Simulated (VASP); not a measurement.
# Li3HSe (Pm-3m) in VASP: further runs

The runs below take Li3HSe through single point, with PBE, r2SCAN.

All numbers are computed with VASP 6.6.1; they aren't measurements. Logs are shortened: lines on timing, memory, paths and dates and some standing lists are left out, and cuts for length are marked.

## (1) The cell of the first run

The structure is cubic, space group Pm-3m (No. 221). The conventional cell has a = 4.022 Å, b = 4.022 Å, c = 4.022 Å, α = 90.00°, β = 90.00°, γ = 90.00°. Within 2.7 Å of Li (site symmetry 4/mmm) lie 2 H at 2.01 Å. Within 2.7 Å of H (site symmetry m-3m) lie 6 Li at 2.01 Å. Se (site symmetry m-3m) has 12 Li at 2.84 Å and 8 H at 3.48 Å within 3.7 Å.

## (2) Single point, PBE (13.01 Å³/atom)

File INCAR:

```
PREC = Accurate ; ENCUT = 520
EDIFF = 1E-7 ; ISMEAR = 0
SIGMA = 0.01 ; LREAL = False
LASPH = True ; NELM = 60
ALGO = Normal ; ISIF = 2
LWAVE = False ; LCHARG = False
GGA = PE ; NBANDS = 16
```

File KPOINTS:

```
Automatic mesh
0
Gamma
  6 6 6
```

File POSCAR:

```
Li3HSe
1.0
    4.0217466555      0.0000000000      0.0000000000
    0.0000000000      4.0217466555      0.0000000000
    0.0000000000      0.0000000000      4.0217466555
Li H Se
3 1 1
Direct
    0.0000000000      0.5000000000      0.5000000000
    0.5000000000      0.0000000000      0.5000000000
    0.5000000000      0.5000000000      0.0000000000
    0.5000000000      0.5000000000      0.5000000000
    0.0000000000      0.0000000000      0.0000000000
```

Potentials or basis: VASP PAW PBE potentials, release 64 (Li_sv, H, Se).

Started as:

```bash
cat potpaw_PBE.64/Li_sv/POTCAR potpaw_PBE.64/H/POTCAR potpaw_PBE.64/Se/POTCAR > POTCAR
mpirun -np 1 vasp_std > vasp.out
```

OUTCAR:

```text
PREC = Accurate
   ENCUT = 520
   EDIFF = 1E-7
   ISMEAR = 0
   LREAL = False
   LASPH = True
   NELM = 60
   ISIF = 2
   GGA = PE

 ion  position               nearest neighbor table
   1  0.000  0.500  0.500-
   2  0.500  0.000  0.500-
   3  0.500  0.500  0.000-
   4  0.500  0.500  0.500-
   5  0.000  0.000  0.000-

  LATTYP: Found a simple cubic cell.
 ALAT       =     4.0217466555

  Lattice vectors:

 A1 = (   4.0217466555,   0.0000000000,   0.0000000000)
 A2 = (   0.0000000000,   4.0217466555,   0.0000000000)
 A3 = (   0.0000000000,   0.0000000000,   4.0217466555)

Analysis of symmetry for initial positions (statically):
=====================================================================
 Subroutine PRICEL returns:
 Original cell was already a primitive cell.

 Routine SETGRP: Setting up the symmetry group for a
 simple cubic supercell.

 Subroutine GETGRP returns: Found 48 space group operations
 (whereof 48 operations were pure point group operations)
 out of a pool of 48 trial point group operations.

The static configuration has the point symmetry O_h .

Analysis of symmetry for dynamics (positions and initial velocities):
=====================================================================
 Subroutine PRICEL returns:
 Original cell was already a primitive cell.

 Routine SETGRP: Setting up the symmetry group for a
 simple cubic supercell.

 Subroutine GETGRP returns: Found 48 space group operations
 (whereof 48 operations were pure point group operations)
 out of a pool of 48 trial point group operations.

The dynamic configuration has the point symmetry O_h .

 Subroutine INISYM returns: Found 48 space group operations
 (whereof 48 operations are pure point group operations),
 and found     1 'primitive' translations

----------------------------------------------------------------------------------------

                                     Primitive cell

  volume of cell :      65.0495

  direct lattice vectors                    reciprocal lattice vectors
     4.021746656  0.000000000  0.000000000     0.248648183  0.000000000  0.000000000
     0.000000000  4.021746656  0.000000000     0.000000000  0.248648183  0.000000000
     0.000000000  0.000000000  4.021746656     0.000000000  0.000000000  0.248648183

  length of vectors
     4.021746656  4.021746656  4.021746656     0.248648183  0.248648183  0.248648183

  position of ions in fractional coordinates (direct lattice)
     0.000000000  0.500000000  0.500000000
     0.500000000  0.000000000  0.500000000
     0.500000000  0.500000000  0.000000000
     0.500000000  0.500000000  0.500000000
     0.000000000  0.000000000  0.000000000

  ion indices of the primitive-cell ions
   primitive index   ion index
                 1           1
                 2           2
                 3           3
                 4           4
                 5           5

----------------------------------------------------------------------------------------

 KPOINTS: Automatic mesh

Automatic generation of k-mesh.
 Grid dimensions read from file:
 generate k-points for:    6    6    6

 Generating k-lattice:

  Cartesian coordinates                     Fractional coordinates (reciprocal lattice)
     0.041441364  0.000000000  0.000000000     0.166666667  0.000000000  0.000000000
     0.000000000  0.041441364  0.000000000     0.000000000  0.166666667  0.000000000
     0.000000000  0.000000000  0.041441364     0.000000000  0.000000000  0.166666667

  Length of vectors
     0.041441364  0.041441364  0.041441364

  Shift w.r.t. Gamma in fractional coordinates (k-lattice)
     0.000000000  0.000000000  0.000000000

 Subroutine IBZKPT returns following result:
 ===========================================

 Found     20 irreducible k-points:

 Following reciprocal coordinates:
            Coordinates               Weight
  0.000000  0.000000  0.000000      1.000000
  0.166667  0.000000  0.000000      6.000000
  0.333333  0.000000  0.000000      6.000000
  0.500000  0.000000  0.000000      3.000000
  0.166667  0.166667  0.000000     12.000000
  0.333333  0.166667  0.000000     24.000000
[... 12 lines left out ...]
  0.500000  0.500000  0.333333      6.000000
  0.500000  0.500000  0.500000      1.000000
   k-points           NKPTS =     20   k-points in BZ     NKDIM =     20   number of bands    NBANDS=     16
   number of dos      NEDOS =    301   number of ions     NIONS =      5
   total plane-waves  NPLWV =  27000
   dimension x,y,z NGX =    30 NGY =   30 NGZ =   30
   dimension x,y,z NGXF=    60 NGYF=   60 NGZF=   60
   ions per type =               3   1   1
   NGX,Y,Z   is equivalent  to a cutoff of  12.40, 12.40, 12.40 a.u.
   NGXF,Y,Z  is equivalent  to a cutoff of  24.80, 24.80, 24.80 a.u.
 SYSTEM =  unknown system
   PREC   = accura    normal or accurate (medium, high low for compatibility)
   ISTART =      0    job   : 0-new  1-cont  2-samecut
   ICHARG =      2    charge: 1-file 2-atom 10-const
   ISPIN  =      1    spin polarized calculation?
   LNONCOLLINEAR =      F non collinear calculations
   LSORBIT =      F    spin-orbit coupling
   LASPH  =      T    aspherical Exc in radial PAW
   ENCUT  =  520.0 eV  38.22 Ry    6.18 a.u.   7.48  7.48  7.48*2*pi/ulx,y,z
   NELM   =     60;   NELMIN=  2; NELMDL= -5     # of ELM steps
   EDIFF  = 0.1E-06   stopping-criterion for ELM
   LREAL  =      F    real-space projection
   EDIFFG = 0.1E-05   stopping-criterion for IOM
   NSW    =      0    number of steps for IOM
   IBRION =     -1    ionic relax: 0-MD 1-quasi-New 2-CG
   NFREE  =      0    steps in history (QN), initial steepest desc. (CG)
   ISIF   =      2    stress and relaxation
   ISYM   =      2    0-nonsym 1-usesym 2-fastsym
   POTIM  = 0.5000    time-step for ionic-motion
   TEBEG  =    0.0;   TEEND  =   0.0 temperature during run
   PSTRESS=    0.0 pullay stress
   NELECT =      16.0000    total number of electrons
   NUPDOWN=      -1.0000    fix difference up-down
   EMIN   =  10.00;   EMAX   =-10.00  energy-range for DOS
   EFERMI =   0.00;   METHOD = LEGACY
   ISMEAR =     0;   SIGMA  =   0.01  broadening in eV -4-tet -1-fermi 0-gaus
   EFERMI_NEDOS =   21; number of points for ismear=-14 and -15
   IALGO  =     38    algorithm
   IMIX   =      4    mixing-type and parameters
     AMIX     =   0.40;   BMIX     =  1.00
     AMIX_MAG =   1.60;   BMIX_MAG =  1.00
  volume/ion in A,a.u.               =      13.01        87.80
  Fermi-wavevector in a.u.,A,eV,Ry     =   1.025731  1.938350 14.315015  1.052124
  Thomas-Fermi vector in A             =   2.159587
   LORBIT       =      0    0 simple, 1 ext, 2 COOP (PROOUT), +10 PAW based schemes
   GGA     = PE    functional components
   LHFCALC =     F    Hartree Fock is set to
   AEXX    =    0.0000 exact exchange contribution
   IVDW    =     0    specifies the selected vdW correction
   LEPSILON=     F    determine dielectric tensor
   LRPA    =     F    only Hartree local field effects (RPA)
 non-spin polarized calculation
 Gauss-broadening in eV      SIGMA  =   0.01
  energy-cutoff  :      520.00
  volume of cell :       65.05
 maximum number of plane-waves:      1775
 NGX is ok and might be reduce to    30
   NGX = 15   NGY = 15   NGZ = 15

 number of electron      15.9999970 magnetization

 Free energy of the ion-electron system (eV)
  ---------------------------------------------------
  ext. energy  EPLUGINS =         0.00000000
  ---------------------------------------------------
  free energy    TOTEN  =       -17.10057934 eV

  energy without entropy =      -17.10057934  energy(sigma->0) =      -17.10057934

 E-fermi :   1.9505     XC(G=0):  -8.7649

 val. band max:        1.7505347998   @ k =   0.5000   0.5000   0.0000
 cond. band min:       4.9662709560   @ k =   0.5000   0.0000   0.0000
 fundamental gap:      3.2157361561
 Fermi energy:         1.9505241840

 k-point     1 :       0.0000    0.0000    0.0000
  band No.  band energies     occupation
      1     -43.5320      2.00000
      2     -43.4903      2.00000
      3     -43.4903      2.00000
      4      -9.9109      2.00000
      5      -1.0666      2.00000
      6       0.6243      2.00000
[... 8 lines left out ...]
     15      12.4982      0.00000
     16      12.4982      0.00000

 k-point     2 :       0.1667    0.0000    0.0000
  band No.  band energies     occupation
      1     -43.5296      2.00000
      2     -43.4927      2.00000
      3     -43.4903      2.00000
      4      -9.8523      2.00000
      5      -1.5658      2.00000
      6       0.7612      2.00000
[... 8 lines left out ...]
     15      11.4325      0.00000
     16      11.4325      0.00000

 k-point     3 :       0.3333    0.0000    0.0000
  band No.  band energies     occupation
      1     -43.5231      2.00000
      2     -43.4989      2.00000
      3     -43.4902      2.00000
      4      -9.7277      2.00000
      5      -2.3425      2.00000
      6       1.0519      2.00000
[... 8 lines left out ...]
     15      11.5165      0.00000
     16      12.6025      0.00000

 k-point     4 :       0.5000    0.0000    0.0000
  band No.  band energies     occupation
      1     -43.5178      2.00000
      2     -43.5039      2.00000
      3     -43.4902      2.00000
      4      -9.6612      2.00000
      5      -2.6745      2.00000
      6       1.1638      2.00000
[... 8 lines left out ...]
     15      13.3793      0.00000
     16      13.4242      0.00000
[... 248 lines left out ...]
 k-point    18 :       0.5000    0.3333    0.3333
  band No.  band energies     occupation
      1     -43.5071      2.00000
      2     -43.5036      2.00000
      3     -43.5001      2.00000
      4      -9.2670      2.00000
      5      -1.7861      2.00000
      6      -0.6869      2.00000
[... 8 lines left out ...]
     15      13.3416      0.00000
     16      15.0015      0.00000

 k-point    19 :       0.5000    0.5000    0.3333
  band No.  band energies     occupation
      1     -43.5035      2.00000
      2     -43.5035      2.00000
      3     -43.5035      2.00000
      4      -9.1920      2.00000
      5      -1.6006      2.00000
      6      -0.8885      2.00000
[... 8 lines left out ...]
     15      13.2651      0.00000
     16      16.2087      0.00000

 k-point    20 :       0.5000    0.5000    0.5000
  band No.  band energies     occupation
      1     -43.5034      2.00000
      2     -43.5034      2.00000
      3     -43.5034      2.00000
      4      -9.1140      2.00000
      5      -1.5900      2.00000
      6      -0.8305      2.00000
[... 8 lines left out ...]
     15      14.4968      0.00000
     16      17.3889      0.00000

------------------------ aborting loop because EDIFF is reached ----------------------------------------

  FORCE on cell =-STRESS in cart. coord.  units (eV):
  Direction    XX          YY          ZZ          XY          YZ          ZX
  --------------------------------------------------------------------------------------
  -------------------------------------------------------------------------------------
  Total       -0.8842110     -0.8842110     -0.8842110     -0.0000000      0.0000000      0.0000000
  in kB      -21.7782188    -21.7782188    -21.7782188     -0.0000000      0.0000000      0.0000000
  external PRESSURE =     -21.7782188 kB  Pullay stress =       0.0000000 kB

 VOLUME and BASIS-vectors are now :
 -----------------------------------------------------------------------------
  energy-cutoff  :      520.00
  volume of cell :       65.05
      direct lattice vectors                 reciprocal lattice vectors
     4.021746656  0.000000000  0.000000000     0.248648183  0.000000000  0.000000000
     0.000000000  4.021746656  0.000000000     0.000000000  0.248648183  0.000000000
     0.000000000  0.000000000  4.021746656     0.000000000  0.000000000  0.248648183

 POSITION                                       TOTAL-FORCE (eV/Angst)
 -----------------------------------------------------------------------------------
      0.00000      2.01087      2.01087         0.000000      0.000000      0.000000
      2.01087      0.00000      2.01087         0.000000      0.000000      0.000000
      2.01087      2.01087      0.00000         0.000000      0.000000      0.000000
      2.01087      2.01087      2.01087         0.000000      0.000000      0.000000
      0.00000      0.00000      0.00000         0.000000      0.000000      0.000000
 -----------------------------------------------------------------------------------
    total drift:                                0.000000      0.000000     -0.000000

  FREE ENERGIE OF THE ION-ELECTRON SYSTEM (eV)
  ---------------------------------------------------
  free  energy   TOTEN  =       -17.1005793376 eV

  energy  without entropy=      -17.1005793376  energy(sigma->0) =      -17.10057934
```

Wall time 18 s (1 thread of AMD EPYC 7R13 (Zen 3), shared host); peak memory 0.14 GiB.

What came out:

```yaml
Free_energy: -17.1006 eV
Band_gap_on_the_k_mesh: 3.22 eV (least direct gap 3.69 eV)
```

Levels at points of the mesh, in eV from the valence-band top:
| k point | band 4 | band 5 | band 6 | band 7 | band 8 | band 9 | band 10 | band 11 | band 12 | band 13 |
| --- | --- | --- | --- | --- | --- | --- | --- | --- | --- | --- |
| (0.00, 0.00, 0.00) | -11.66 | -2.82 | -1.13 | -1.13 | -1.13 | 5.71 | 5.71 | 6.63 | 6.63 | 6.63 |
| (0.50, 0.00, 0.00) | -11.41 | -4.42 | -0.59 | -0.48 | -0.48 | 3.22 | 4.42 | 4.42 | 5.22 | 10.17 |
| (0.50, 0.50, 0.00) | -11.16 | -3.38 | -2.80 | -2.80 | 0.00 | 4.20 | 6.58 | 6.58 | 6.75 | 7.31 |
| (0.50, 0.50, 0.50) | -10.86 | -3.34 | -2.58 | -2.58 | -2.58 | 4.11 | 4.11 | 4.11 | 9.91 | 9.91 |

Caveat: the cutoff is under 1.25 times the usual one of these potentials, so pressure, stress and relaxed cells hold a basis-set (Pulay) error. A k mesh can miss the band edges.

## (3) Single point, r2SCAN (11.45 Å³/atom)

This run uses another cell than the first one, of 11.45 Å³/atom.

POSCAR, as its differences from that of step 2:

```diff
@@ -2,5 +2,5 @@
 1.0
-    4.0217466555      0.0000000000      0.0000000000
-    0.0000000000      4.0217466555      0.0000000000
-    0.0000000000      0.0000000000      4.0217466555
+    3.8538125694      0.0000000000      0.0000000000
+    0.0000000000      3.8538125694      0.0000000000
+    0.0000000000      0.0000000000      3.8538125694
 Li H Se
```

File INCAR.step1:

```
ALGO = Normal ; EDIFF = 1E-4
ENCUT = 520 ; GGA = PE
ISMEAR = 0 ; LASPH = T
LCHARG = F ; LREAL = F
LWAVE = T ; NBANDS = 16
NELM = 80 ; PREC = Accurate
SIGMA = 0.01
```

File INCAR.step2:

```
ALGO = Normal ; EDIFF = 1E-6
ENCUT = 520 ; ISIF = 2
ISMEAR = 0 ; ISTART = 1
LASPH = T ; LCHARG = T
LELF = T ; LMIXTAU = T
LREAL = F ; LVHAR = T
LWAVE = F ; METAGGA = R2SCAN
NBANDS = 16 ; NELM = 80
PREC = Accurate ; SIGMA = 0.01
```

File KPOINTS:

```
k-points
0
Gamma
  6 6 6
```

Potentials or basis: VASP PAW PBE potentials, release 64 (Li_sv, H, Se).

Started as:

```bash
cat potpaw_PBE.64/Li_sv/POTCAR potpaw_PBE.64/H/POTCAR potpaw_PBE.64/Se/POTCAR > POTCAR
cp INCAR.step1 INCAR
mpirun -np 1 vasp_std > vasp.out
cp INCAR.step2 INCAR
mpirun -np 1 vasp_std > vasp.out
```

It took 74 s on 1 thread of AMD EPYC 7R13 (Zen 3), shared host; peak memory 0.15 GiB.

The run converged. Its results:

```yaml
Free_energy: -30.0647 eV
Band_gap_on_the_k_mesh: 4.60 eV (least direct gap 5.18 eV)
```

Levels at points of the mesh, in eV from the valence-band top:
```csv
k point,band 5,band 6,band 7,band 8,band 9,band 10,band 11,band 12
"(0.00, 0.00, 0.00)",-2.83,-1.33,-1.33,-1.33,6.49,6.49,7.94,7.94
"(0.50, 0.00, 0.00)",-4.94,-0.68,-0.57,-0.57,4.60,5.06,5.06,5.82
"(0.50, 0.50, 0.00)",-3.76,-3.25,-3.25,0.00,5.21,7.47,7.47,7.78
"(0.50, 0.50, 0.50)",-3.78,-3.07,-3.07,-3.07,5.03,5.03,5.03,12.21
```

Caveat: the cutoff is under 1.25 times the usual one of these potentials, so pressure, stress and relaxed cells hold a basis-set (Pulay) error; the PAW data sets were made with another functional, which shifts forces and pressure a little.
